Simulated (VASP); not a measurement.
# Li in VASP: a series of runs, part 2 of 2

VASP 6.6.1.

**3. Single point, PBE**

Input file INCAR:

```
SYSTEM = Li
  PREC = Accurate
  ENCUT = 520
  EDIFF = 1E-6
  ISMEAR = 0
  SIGMA = 0.15
  LREAL = Auto
  LASPH = .TRUE.
  NELM = 80
  ALGO = Normal
  ISIF = 2
  LWAVE = .FALSE.
  LCHARG = .FALSE.
  GGA = PE
  NBANDS = 40
```

Input file KPOINTS:

```
Automatic mesh
0
G
  4 5 1
  0 0 0
```

Input file POSCAR:

```
Li
1.0
    6.9800000000      0.0000000000      0.0000000000
    3.4900000000      4.9356050000      0.0000000000
    0.0000000000      0.0000000000     19.4034080000
Li
17
Direct
   -0.2499999493      0.4999998987      0.0515372866
    0.2500000507      0.4999998987      0.0515372866
   -0.2500000000      1.0000000000      0.0515372866
    0.2500000000      1.0000000000      0.0515372866
   -0.0000770061     -0.0002964176      0.1702974034
    0.5012541093     -0.0041133762      0.1732280226
    0.0014211016      0.4991151034      0.1667911122
    0.4983178082      0.4988211172      0.1717190094
   -0.2443131020      0.5153949718      0.2895971677
    0.2443842591      0.4787698772      0.2916600527
   -0.2395033222      1.0097840082      0.2995912368
    0.2376701150      0.9900930078      0.2997144625
    0.0036273027      0.0005282027      0.4370615203
    0.4940910393      0.0062904142      0.4221435740
   -0.0116135188      0.5038946593      0.4180578999
    0.4998076333      0.5003526417      0.4013787166
    0.6428483782      0.5670668540      0.5309415748
```

Potentials or basis: VASP PAW PBE potentials, release 64 (Li_sv).

On the command line:

```console
$ cat potpaw_PBE.64/Li_sv/POTCAR > POTCAR
$ mpirun -np 1 vasp_std > vasp.out
```

OUTCAR:

```text
SYSTEM = Li
   PREC = Accurate
   ENCUT = 520
   EDIFF = 1E-6
   ISMEAR = 0
   LREAL = Auto
   LASPH = .TRUE.
   NELM = 80
   ISIF = 2
   GGA = PE

 ion  position               nearest neighbor table
   1  0.750  0.500  0.052-
   2  0.250  0.500  0.052-
   3  0.750  0.000  0.052-
   4  0.250  0.000  0.052-
   5  1.000  1.000  0.170-
   6  0.501  0.996  0.173-
[... 9 lines left out ...]
  16  0.500  0.500  0.401-
  17  0.643  0.567  0.531-

  LATTYP: Found a base centered orthorhombic cell.
 ALAT       =     6.9800000000
 B/A-ratio  =     1.4142134670
 C/A-ratio  =     2.7798578797

  Lattice vectors:

 A1 = (   3.4900000000,  -4.9356050000,   0.0000000000)
 A2 = (   3.4900000000,   4.9356050000,   0.0000000000)
 A3 = (   0.0000000000,   0.0000000000,  19.4034080000)

Analysis of symmetry for initial positions (statically):
=====================================================================
 Subroutine PRICEL returns:
 Original cell was already a primitive cell.

 Routine SETGRP: Setting up the symmetry group for a
 base centered orthorhombic supercell.

 Subroutine GETGRP returns: Found  1 space group operations
 (whereof  1 operations were pure point group operations)
 out of a pool of  8 trial point group operations.

The static configuration has the point symmetry C_1 .

Analysis of symmetry for dynamics (positions and initial velocities):
=====================================================================
 Subroutine PRICEL returns:
 Original cell was already a primitive cell.

 Routine SETGRP: Setting up the symmetry group for a
 base centered orthorhombic supercell.

 Subroutine GETGRP returns: Found  1 space group operations
 (whereof  1 operations were pure point group operations)
 out of a pool of  8 trial point group operations.

The dynamic configuration has the point symmetry C_1 .

 Subroutine INISYM returns: Found  1 space group operations
 (whereof  1 operations are pure point group operations),
 and found     1 'primitive' translations

----------------------------------------------------------------------------------------

                                     Primitive cell

  volume of cell :     668.4576

  direct lattice vectors                    reciprocal lattice vectors
     6.980000000  0.000000000  0.000000000     0.143266476 -0.101304703  0.000000000
     3.490000000  4.935605000  0.000000000     0.000000000  0.202609407  0.000000000
     0.000000000  0.000000000 19.403408000     0.000000000  0.000000000  0.051537338

  length of vectors
     6.980000000  6.044857047 19.403408000     0.175464885  0.202609407  0.051537338

  position of ions in fractional coordinates (direct lattice)
     0.750000051  0.499999899  0.051537287
     0.250000051  0.499999899  0.051537287
     0.750000000  0.000000000  0.051537287
     0.250000000  0.000000000  0.051537287
     0.999922994  0.999703582  0.170297403
     0.501254109  0.995886624  0.173228023
[... 9 lines left out ...]
     0.499807633  0.500352642  0.401378717
     0.642848378  0.567066854  0.530941575

  ion indices of the primitive-cell ions
   primitive index   ion index
                 1           1
                 2           2
                 3           3
                 4           4
                 5           5
[... 68 lines left out ...]
  0.500000  0.200000  0.000000      2.000000
 -0.250000  0.200000  0.000000      2.000000
  0.000000  0.400000  0.000000      2.000000
  0.250000  0.400000  0.000000      2.000000
  0.500000  0.400000  0.000000      2.000000
 -0.250000  0.400000  0.000000      2.000000
   k-points           NKPTS =     11   k-points in BZ     NKDIM =     11   number of bands    NBANDS=     40
   number of dos      NEDOS =    301   number of ions     NIONS =     17
   total plane-waves  NPLWV = 373248
   dimension x,y,z NGX =    54 NGY =   48 NGZ =  144
   dimension x,y,z NGXF=   108 NGYF=   96 NGZF=  288
   ions per type =              17
   NGX,Y,Z   is equivalent  to a cutoff of  12.86, 13.20, 12.34 a.u.
   NGXF,Y,Z  is equivalent  to a cutoff of  25.72, 26.40, 24.68 a.u.
 SYSTEM =  Li
   PREC   = accura    normal or accurate (medium, high low for compatibility)
   ISTART =      0    job   : 0-new  1-cont  2-samecut
   ICHARG =      2    charge: 1-file 2-atom 10-const
   ISPIN  =      1    spin polarized calculation?
   LNONCOLLINEAR =      F non collinear calculations
   LSORBIT =      F    spin-orbit coupling
   LASPH  =      T    aspherical Exc in radial PAW
   ENCUT  =  520.0 eV  38.22 Ry    6.18 a.u.  12.98 11.24 36.08*2*pi/ulx,y,z
   NELM   =     80;   NELMIN=  2; NELMDL= -5     # of ELM steps
   EDIFF  = 0.1E-05   stopping-criterion for ELM
   LREAL  =      T    real-space projection
   EDIFFG = 0.1E-04   stopping-criterion for IOM
   NSW    =      0    number of steps for IOM
   IBRION =     -1    ionic relax: 0-MD 1-quasi-New 2-CG
   NFREE  =      0    steps in history (QN), initial steepest desc. (CG)
   ISIF   =      2    stress and relaxation
   ISYM   =      2    0-nonsym 1-usesym 2-fastsym
   POTIM  = 0.5000    time-step for ionic-motion
   TEBEG  =    0.0;   TEEND  =   0.0 temperature during run
   PSTRESS=    0.0 pullay stress
   NELECT =      51.0000    total number of electrons
   NUPDOWN=      -1.0000    fix difference up-down
   EMIN   =  10.00;   EMAX   =-10.00  energy-range for DOS
   EFERMI =   0.00;   METHOD = LEGACY
   ISMEAR =     0;   SIGMA  =   0.15  broadening in eV -4-tet -1-fermi 0-gaus
   EFERMI_NEDOS =   21; number of points for ismear=-14 and -15
   IALGO  =     38    algorithm
   IMIX   =      4    mixing-type and parameters
     AMIX     =   0.40;   BMIX     =  1.00
     AMIX_MAG =   1.60;   BMIX_MAG =  1.00
  volume/ion in A,a.u.               =      39.32       265.35
  Fermi-wavevector in a.u.,A,eV,Ry     =   0.694342  1.312117  6.559521  0.482111
  Thomas-Fermi vector in A             =   1.776809
   LORBIT       =      0    0 simple, 1 ext, 2 COOP (PROOUT), +10 PAW based schemes
   GGA     = PE    functional components
   LHFCALC =     F    Hartree Fock is set to
   AEXX    =    0.0000 exact exchange contribution
   IVDW    =     0    specifies the selected vdW correction
   LEPSILON=     F    determine dielectric tensor
   LRPA    =     F    only Hartree local field effects (RPA)
 non-spin polarized calculation
 Gauss-broadening in eV      SIGMA  =   0.15
  energy-cutoff  :      520.00
  volume of cell :      668.46
 maximum number of plane-waves:     18039
 NGX is ok and might be reduce to    54
   NGX = 25   NGY = 23   NGZ = 73

 number of electron      50.9999998 magnetization

 Free energy of the ion-electron system (eV)
  ---------------------------------------------------
  ext. energy  EPLUGINS =         0.00000000
  ---------------------------------------------------
  free energy    TOTEN  =       -30.07662833 eV

  energy without entropy =      -29.97810444  energy(sigma->0) =      -30.02736639

 E-fermi :  -0.9556     XC(G=0):  -4.5670

 val. band max:       -0.9651645504   @ k =   0.0000   0.0000   0.0000
 cond. band min:      -0.9495312568   @ k =   0.5000   0.4000   0.0000
 fundamental gap:      0.0156332936
 Fermi energy:        -0.9556020456

 k-point     1 :       0.0000    0.0000    0.0000
  band No.  band energies     occupation
      1     -49.0855      2.00000
      2     -47.9693      2.00000
      3     -47.9199      2.00000
      4     -47.9118      2.00000
      5     -47.9103      2.00000
      6     -47.9003      2.00000
[... 429 lines left out ...]
     36       1.0773      0.00000
     37       1.4670      0.00000
 [bands above 37 left out]

------------------------ aborting loop because EDIFF is reached ----------------------------------------

  FORCE on cell =-STRESS in cart. coord.  units (eV):
  Direction    XX          YY          ZZ          XY          YZ          ZX
  --------------------------------------------------------------------------------------
  -------------------------------------------------------------------------------------
  Total       -2.0056225     -1.4253014     -0.1025317     -0.2015098     -0.0208802     -0.0098782
  in kB       -4.8071307     -3.4162013     -0.2457508     -0.4829842     -0.0500462     -0.0236764
  external PRESSURE =      -2.8230276 kB  Pullay stress =       0.0000000 kB

 VOLUME and BASIS-vectors are now :
 -----------------------------------------------------------------------------
  energy-cutoff  :      520.00
  volume of cell :      668.46
      direct lattice vectors                 reciprocal lattice vectors
     6.980000000  0.000000000  0.000000000     0.143266476 -0.101304703  0.000000000
     3.490000000  4.935605000  0.000000000     0.000000000  0.202609407  0.000000000
     0.000000000  0.000000000 19.403408000     0.000000000  0.000000000  0.051537338

 POSITION                                       TOTAL-FORCE (eV/Angst)
 -----------------------------------------------------------------------------------
      6.98000      2.46780      1.00000        -0.023900     -0.002669     -0.018602
      3.49000      2.46780      1.00000         0.021664      0.000222     -0.030094
      5.23500      0.00000      1.00000        -0.015135      0.002369      0.011207
      1.74500      0.00000      1.00000         0.013084      0.002008      0.009460
     10.46843      4.93414      3.30435        -0.000262      0.007677     -0.000964
      6.97440      4.91530      3.36121         0.000847      0.010061     -0.002243
[... 9 lines left out ...]
      5.23489      2.46954      7.78812         0.009908      0.001312      0.035413
      6.46615      2.79882     10.30208        -0.016494     -0.013387     -0.002919
 -----------------------------------------------------------------------------------
    total drift:                                0.001529     -0.008267     -0.003408

  FREE ENERGIE OF THE ION-ELECTRON SYSTEM (eV)
  ---------------------------------------------------
  free  energy   TOTEN  =       -30.0766283324 eV

  energy  without entropy=      -29.9781044377  energy(sigma->0) =      -30.02736639
```

Wall time 5.7 min (1 thread of AMD EPYC 9R45 (Zen 5), shared host); peak memory 0.77 GiB.

What came out:

```
Free energy            : -30.0766 eV
Largest force          : 0.037 eV/Å
Band gap on the k mesh : zero (an odd number of electrons rules out a gap without spin polarisation)
```

Forces in eV/Å, atoms in the order of the input:
```
Li  -0.024 -0.003 -0.019
Li   0.022  0.000 -0.030
Li  -0.015  0.002  0.011
Li   0.013  0.002  0.009
Li   0.000  0.008 -0.001
Li   0.001  0.010 -0.002
Li   0.001 -0.007  0.008
Li  -0.001 -0.007  0.009
Li   0.005  0.005 -0.010
Li  -0.010  0.009 -0.018
Li  -0.004 -0.027  0.005
Li   0.006  0.005  0.002
Li   0.003 -0.003 -0.007
Li   0.005  0.015  0.014
Li   0.004  0.002 -0.004
Li   0.010  0.001  0.035
Li  -0.016 -0.013 -0.003
```

Caveat: the cutoff is under 1.25 times the usual one of these potentials, so pressure, stress and relaxed cells hold a basis-set (Pulay) error.
